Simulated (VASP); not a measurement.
The system is C.

```xyz
2
Lattice="0.0000 1.7801 1.7801 1.7801 0.0000 1.7801 1.7801 1.7801 0.0000" Properties=species:S:1:pos:R:3 pbc="T T T"
C     0.0000    0.0000    0.0000
C     0.8901    0.8901    0.8901
```

Base run:

- Program: VASP 6.6.1
- Functional: r2SCAN
- Potentials or basis: VASP PAW PBE potentials, release 64 (C_h)
- Cutoff: 910 eV
- k mesh: 12 × 12 × 12
- Occupations: gaussian, width 0.01 eV
- Spin: no spin polarisation

Its results: band gap on the k mesh 4.39 eV, indirect (least direct gap 5.89 eV); pressure -0.8 GPa.

The run is repeated on the same cell with these changes: potentials or basis from VASP PAW PBE potentials, release 64 (C_h) to VASP PAW PBE potentials, release 64 (C); cutoff from 910 eV to 520 eV. What comes out?

Band gap on the k mesh 4.36 eV, indirect (least direct gap 5.85 eV); pressure 1.1 GPa.

Caveats: the PAW data sets were made with another functional, which shifts forces and pressure a little; the cutoff is under 1.25 times the usual one of these potentials, so pressure, stress and relaxed cells hold a basis-set (Pulay) error (some runs).

A k mesh can miss the band edges.
